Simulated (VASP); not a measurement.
# Si3N4 (P6_3/m) in VASP: further runs, part 2 of 3

VASP 6.6.1. Earlier steps stand in the parts before.

## (3) Single point, PBE+D3(BJ)

INCAR reads:

```
PREC     = Accurate       # precision mode
ENCUT    = 520            # plane-wave cutoff, eV
EDIFF    = 1E-6           # SCF threshold, eV
ISMEAR   = 0              # smearing method
SIGMA    = 0.02           # smearing width, eV
LREAL    = False          # projectors in reciprocal space
LASPH    = True           # aspherical terms in the spheres
NELM     = 80             # most SCF steps
ALGO     = Normal         # electronic algorithm
ISIF     = 2              # what is computed and relaxed
LWAVE    = False          # write WAVECAR
LCHARG   = False          # write CHGCAR
GGA      = PE             # functional
IVDW     = 12             # dispersion correction
NBANDS   = 45             # bands
```

KPOINTS reads:

```
Automatic mesh
0
Gamma
  6 6 8
```

POSCAR reads:

```
Si3N4
1.0
    7.6192367481      0.0000000000      0.0000000000
   -3.8096183740      6.5984525813      0.0000000000
    0.0000000000      0.0000000000      2.9112990899
Si N
6 8
Direct
    0.7678317162      0.1740753499      0.3256285714
    0.5937563663      0.7678317162      0.8256285714
    0.8259246501      0.5937563663      0.3256285714
    0.2321682838      0.8259246501      0.8256285714
    0.4062436337      0.2321682838      0.3256285714
    0.1740753499      0.4062436337      0.8256285714
    0.0298827494      0.3299417877      0.3256285714
    0.6999409617      0.0298827494      0.8256285714
    0.6700582123      0.6999409617      0.3256285714
    0.9701172506      0.6700582123      0.8256285714
    0.3000590383      0.9701172506      0.3256285714
    0.3299417877      0.3000590383      0.8256285714
    0.3333333333      0.6666666667     -0.1743714286
    0.6666666667      0.3333333333      0.3256285714
```

Potentials or basis: VASP PAW PBE potentials, release 64 (Si, N).

The run is started by

```bash
$ cat potpaw_PBE.64/Si/POTCAR potpaw_PBE.64/N/POTCAR > POTCAR
$ mpirun -np 1 vasp_std > vasp.out
```

OUTCAR:

```text
PREC = Accurate
   ENCUT = 520
   EDIFF = 1E-6
   ISMEAR = 0
   LREAL = False
   LASPH = True
   NELM = 80
   ISIF = 2
   GGA = PE
   IVDW = 12
 IVDW          = 12

 ion  position               nearest neighbor table
   1  0.768  0.174  0.326-  14 1.73   8 1.74   8 1.74   7 1.74   3 3.00   5 3.00   2 3.06   2 3.06
                             6 3.06   6 3.06
   2  0.594  0.768  0.826-  13 1.73   9 1.74   9 1.74   8 1.74   4 3.00   6 3.00   3 3.06   3 3.06
                             1 3.06   1 3.06
   3  0.826  0.594  0.326-  14 1.73  10 1.74  10 1.74   9 1.74   1 3.00   5 3.00   2 3.06   2 3.06
                             4 3.06   4 3.06
   4  0.232  0.826  0.826-  13 1.73  11 1.74  11 1.74  10 1.74   6 3.00   2 3.00   5 3.06   5 3.06
                             3 3.06   3 3.06
   5  0.406  0.232  0.326-  14 1.73  12 1.74  12 1.74  11 1.74   1 3.00   3 3.00   6 3.06   6 3.06
                             4 3.06   4 3.06
   6  0.174  0.406  0.826-  13 1.73   7 1.74   7 1.74  12 1.74   4 3.00   2 3.00   5 3.06   5 3.06
                             1 3.06   1 3.06
   7  0.030  0.330  0.326-   6 1.74   6 1.74   1 1.74
   8  0.700  0.030  0.826-   1 1.74   1 1.74   2 1.74
   9  0.670  0.700  0.326-   2 1.74   2 1.74   3 1.74
  10  0.970  0.670  0.826-   3 1.74   3 1.74   4 1.74
  11  0.300  0.970  0.326-   4 1.74   4 1.74   5 1.74
  12  0.330  0.300  0.826-   5 1.74   5 1.74   6 1.74
  13  0.333  0.667  0.826-   4 1.73   6 1.73   2 1.73
  14  0.667  0.333  0.326-   1 1.73   3 1.73   5 1.73

  LATTYP: Found a hexagonal cell.
 ALAT       =     7.6192367481
 C/A-ratio  =     0.3820985206

  Lattice vectors:

 A1 = (   7.6192367481,   0.0000000000,   0.0000000000)
 A2 = (  -3.8096183740,   6.5984525813,   0.0000000000)
 A3 = (   0.0000000000,   0.0000000000,   2.9112990899)

Analysis of symmetry for initial positions (statically):
=====================================================================
 Subroutine PRICEL returns:
 Original cell was already a primitive cell.

 Routine SETGRP: Setting up the symmetry group for a
 hexagonal supercell.

 Subroutine GETGRP returns: Found 12 space group operations
 (whereof  3 operations were pure point group operations)
 out of a pool of 24 trial point group operations.

The static configuration has the point symmetry C_3 .
 The point group associated with its full space group is C_6h.

Analysis of symmetry for dynamics (positions and initial velocities):
=====================================================================
 Subroutine PRICEL returns:
 Original cell was already a primitive cell.

 Routine SETGRP: Setting up the symmetry group for a
 hexagonal supercell.

 Subroutine GETGRP returns: Found 12 space group operations
 (whereof  3 operations were pure point group operations)
 out of a pool of 24 trial point group operations.

The dynamic configuration has the point symmetry C_3 .
 The point group associated with its full space group is C_6h.

 Subroutine INISYM returns: Found 12 space group operations
 (whereof  3 operations are pure point group operations),
 and found     1 'primitive' translations

----------------------------------------------------------------------------------------

                                     Primitive cell
[... 103 lines left out ...]
   NGX,Y,Z   is equivalent  to a cutoff of  13.09, 13.09, 13.70 a.u.
   NGXF,Y,Z  is equivalent  to a cutoff of  26.18, 26.18, 27.41 a.u.
 SYSTEM =  unknown system
   PREC   = accura    normal or accurate (medium, high low for compatibility)
   ISTART =      0    job   : 0-new  1-cont  2-samecut
   ICHARG =      2    charge: 1-file 2-atom 10-const
   ISPIN  =      1    spin polarized calculation?
   LNONCOLLINEAR =      F non collinear calculations
   LSORBIT =      F    spin-orbit coupling
   LASPH  =      T    aspherical Exc in radial PAW
   ENCUT  =  520.0 eV  38.22 Ry    6.18 a.u.  14.17 14.17  5.41*2*pi/ulx,y,z
   NELM   =     80;   NELMIN=  2; NELMDL= -5     # of ELM steps
   EDIFF  = 0.1E-05   stopping-criterion for ELM
   LREAL  =      F    real-space projection
   EDIFFG = 0.1E-04   stopping-criterion for IOM
   NSW    =      0    number of steps for IOM
   IBRION =     -1    ionic relax: 0-MD 1-quasi-New 2-CG
   NFREE  =      0    steps in history (QN), initial steepest desc. (CG)
   ISIF   =      2    stress and relaxation
   ISYM   =      2    0-nonsym 1-usesym 2-fastsym
   POTIM  = 0.5000    time-step for ionic-motion
   TEBEG  =    0.0;   TEEND  =   0.0 temperature during run
   PSTRESS=    0.0 pullay stress
   NELECT =      64.0000    total number of electrons
   NUPDOWN=      -1.0000    fix difference up-down
   EMIN   =  10.00;   EMAX   =-10.00  energy-range for DOS
   EFERMI =   0.00;   METHOD = LEGACY
   ISMEAR =     0;   SIGMA  =   0.02  broadening in eV -4-tet -1-fermi 0-gaus
   EFERMI_NEDOS =   21; number of points for ismear=-14 and -15
   IALGO  =     38    algorithm
   IMIX   =      4    mixing-type and parameters
     AMIX     =   0.40;   BMIX     =  1.00
     AMIX_MAG =   1.60;   BMIX_MAG =  1.00
  volume/ion in A,a.u.               =      10.45        70.55
  Fermi-wavevector in a.u.,A,eV,Ry     =   1.242571  2.348119 21.007174  1.543984
  Thomas-Fermi vector in A             =   2.376920
   LORBIT       =      0    0 simple, 1 ext, 2 COOP (PROOUT), +10 PAW based schemes
   GGA     = PE    functional components
   LHFCALC =     F    Hartree Fock is set to
   AEXX    =    0.0000 exact exchange contribution
   IVDW    =    12    specifies the selected vdW correction
   LEPSILON=     F    determine dielectric tensor
   LRPA    =     F    only Hartree local field effects (RPA)
 non-spin polarized calculation
 Gauss-broadening in eV      SIGMA  =   0.02
  energy-cutoff  :      520.00
  volume of cell :      146.37
 maximum number of plane-waves:      3966
 NGX is ok and might be reduce to    60
   NGX = 29   NGY = 29   NGZ = 11

 number of electron      64.0000004 magnetization

 Free energy of the ion-electron system (eV)
  ---------------------------------------------------
  ext. energy  EPLUGINS =         0.00000000
  ---------------------------------------------------
  free energy    TOTEN  =      -114.51579880 eV

  energy without entropy =     -114.51579880  energy(sigma->0) =     -114.51579880

 E-fermi :   6.8591     XC(G=0): -10.7836

 val. band max:        6.7005191992   @ k =   0.0000   0.0000   0.1250
 cond. band min:      11.0185270145   @ k =   0.0000   0.0000   0.0000
 fundamental gap:      4.3180078154
 Fermi energy:         6.8591417453

 k-point     1 :       0.0000    0.0000    0.0000
  band No.  band energies     occupation
      1     -11.4733      2.00000
      2     -10.0171      2.00000
      3     -10.0171      2.00000
      4      -9.3867      2.00000
      5      -9.2509      2.00000
      6      -9.2509      2.00000
[... 1117 lines left out ...]
     43      14.9592      0.00000
     44      14.9592      0.00000

 [... further k-points ...]

 [bands above 44 left out]

------------------------ aborting loop because EDIFF is reached ----------------------------------------

 Edisp (eV)   -3.58060

 E8    (eV) :    -1.2747

  FORCE on cell =-STRESS in cart. coord.  units (eV):
  Direction    XX          YY          ZZ          XY          YZ          ZX
  --------------------------------------------------------------------------------------
  -------------------------------------------------------------------------------------
  Total      -0.24814    -0.24814    -0.30108    -0.00000     0.00000    -0.00000
  in kB      -2.71618    -2.71618    -3.29573    -0.00000     0.00000    -0.00000
  external pressure =       -2.91 kB  Pullay stress =        0.00 kB

 VOLUME and BASIS-vectors are now :
 -----------------------------------------------------------------------------
  energy-cutoff  :      520.00
  volume of cell :      146.37
      direct lattice vectors                 reciprocal lattice vectors
     7.619236748  0.000000000  0.000000000     0.131246742  0.075775342  0.000000000
    -3.809618374  6.598452581  0.000000000     0.000000000  0.151550684  0.000000000
     0.000000000  0.000000000  2.911299090     0.000000000  0.000000000  0.343489270

 POSITION                                       TOTAL-FORCE (eV/Angst)
 -----------------------------------------------------------------------------------
      5.18713      1.14863      0.94800         0.002644      0.002897      0.000000
      1.59882      5.06650      2.40365        -0.001187      0.003738      0.000000
      4.03093      3.91787      0.94800        -0.003831      0.000841      0.000000
     -1.37751      5.44982      2.40365        -0.002644     -0.002897      0.000000
      2.21079      1.53195      0.94800         0.001187     -0.003738      0.000000
     -0.22131      2.68058      2.40365         0.003831     -0.000841      0.000000
     -1.02927      2.17711      0.94800        -0.001004     -0.002647     -0.000000
      5.21917      0.19718      2.40365         0.001790     -0.002193     -0.000000
      2.43882      4.61853      0.94800         0.002794      0.000454     -0.000000
      4.83889      4.42135      2.40365         0.001004      0.002647      0.000000
     -1.40956      6.40127      0.94800        -0.001790      0.002193     -0.000000
      1.37079      1.97993      2.40365        -0.002794     -0.000454      0.000000
     -0.00000      4.39897      2.40365         0.000000      0.000000      0.000000
      3.80962      2.19948      0.94800         0.000000      0.000000      0.000000
 -----------------------------------------------------------------------------------
    total drift:                               -0.000000     -0.000000      0.000066

  FREE ENERGIE OF THE ION-ELECTRON SYSTEM (eV)
  ---------------------------------------------------
  free  energy   TOTEN  =      -118.0963973638 eV

  energy  without entropy=     -118.0963973638  energy(sigma->0) =     -118.09639736
```

It took 7.8 min on 1 thread of Intel Xeon Platinum 8259CL at 2.50GHz (Skylake/Cascade Lake), shared host; peak memory 0.38 GiB.

What came out:

| Property | Result |
| --- | --- |
| Free energy | -118.0964 eV |
| Pressure | -0.3 GPa |
| Largest force | 0.004 eV/Å |
| Band gap on the k mesh | 4.32 eV (least direct gap 4.51 eV) |
| Dispersion energy per atom | -0.256 eV |

Forces in eV/Å, atoms in the order of the input:
```
Si   0.003  0.003  0.000
Si  -0.001  0.004  0.000
Si  -0.004  0.001  0.000
Si  -0.003 -0.003  0.000
Si   0.001 -0.004  0.000
Si   0.004 -0.001  0.000
N   -0.001 -0.003  0.000
N    0.002 -0.002  0.000
N    0.003  0.000  0.000
N    0.001  0.003  0.000
N   -0.002  0.002  0.000
N   -0.003  0.000  0.000
N    0.000  0.000  0.000
N    0.000  0.000  0.000
```

A k mesh can miss the band edges. PBE gaps usually lie below the measured ones, often by a third to a half.

## (4) Single point, PBE+D3(BJ) (10.77 Å³/atom)

This run uses another cell than the first one, of 10.77 Å³/atom.

INCAR reads:

```
SYSTEM = Si3N4
ALGO = Normal
EDIFF = 1E-7
ENCUT = 520
GGA = PE
ISIF = 2
ISMEAR = 0
IVDW = 12
LASPH = .True.
LCHARG = .True.
LELF = .True.
LREAL = .False.
LVHAR = .True.
LWAVE = .False.
NBANDS = 45
NELM = 60
PREC = Accurate
SIGMA = 0.02
```

KPOINTS reads:

```
k-points
0
Gamma
  6 6 8
  0 0 0
```

POSCAR reads:

```
Si3N4
1.0
    7.6974316516      0.0000000000      0.0000000000
   -3.8487158258      6.6661713542      0.0000000000
    0.0000000000      0.0000000000      2.9380237582
Si N
6 8
Direct
    0.7695085973      0.1756827068      0.3256285714
    0.5938258905      0.7695085973      0.8256285714
    0.8243172932      0.5938258905      0.3256285714
    0.2304914027      0.8243172932      0.8256285714
    0.4061741095      0.2304914027      0.3256285714
    0.1756827068      0.4061741095      0.8256285714
    0.0314404017      0.3303292651      0.3256285714
    0.7011111366      0.0314404017      0.8256285714
    0.6696707349      0.7011111366      0.3256285714
    0.9685595983      0.6696707349      0.8256285714
    0.2988888634      0.9685595983      0.3256285714
    0.3303292651      0.2988888634      0.8256285714
    0.3333333333      0.6666666667     -0.1743714286
    0.6666666667      0.3333333333      0.3256285714
```

The run is started by

```bash
$ cat potpaw_PBE.64/Si/POTCAR potpaw_PBE.64/N/POTCAR > POTCAR
$ mpirun -np 1 vasp_std > vasp.out
```

Run time: 5.7 min. Hardware: 1 thread of Intel Xeon Platinum 8259CL at 2.50GHz (Skylake/Cascade Lake), shared host; peak memory 0.39 GiB.

The run converged. Its results:

```yaml
Free_energy: -117.9975 eV
Pressure: -7.0 GPa
Largest_force: 0.003 eV/Å
Band_gap_on_the_k_mesh: 4.22 eV (least direct gap 4.40 eV)
Dispersion_energy_per_atom: -0.248 eV
```

Forces in eV/Å, atoms in the order of the input:
```
Si   0.002  0.002  0.000
Si  -0.001  0.003  0.000
Si  -0.003  0.001  0.000
Si  -0.002 -0.002  0.000
Si   0.001 -0.003  0.000
Si   0.003 -0.001  0.000
N   -0.001 -0.003  0.000
N    0.002 -0.002  0.000
N    0.003  0.001  0.000
N    0.001  0.003  0.000
N   -0.002  0.002  0.000
N   -0.003 -0.001  0.000
N    0.000  0.000  0.000
N    0.000  0.000  0.000
```

Levels at points of the mesh, in eV from the valence-band top:
| k point | band 28 | band 29 | band 30 | band 31 | band 32 | band 33 | band 34 | band 35 | band 36 | band 37 |
| --- | --- | --- | --- | --- | --- | --- | --- | --- | --- | --- |
| (0.00, 0.00, 0.00) | -1.24 | -1.24 | -0.43 | -0.38 | -0.18 | 4.22 | 4.49 | 4.72 | 4.72 | 5.00 |
| (0.50, 0.00, 0.00) | -1.63 | -1.29 | -0.75 | -0.30 | -0.23 | 4.45 | 4.57 | 4.74 | 5.09 | 5.67 |
| (0.00, 0.00, 0.50) | -1.55 | -1.55 | -1.55 | -1.26 | -1.26 | 4.61 | 4.61 | 4.61 | 4.61 | 7.14 |
| (0.50, 0.00, 0.50) | -1.79 | -1.43 | -1.43 | -0.99 | -0.99 | 4.64 | 4.64 | 5.72 | 5.72 | 6.08 |

Caveat: the cell stands under tension. A k mesh can miss the band edges.

(Part 2 of 3 ends here.)
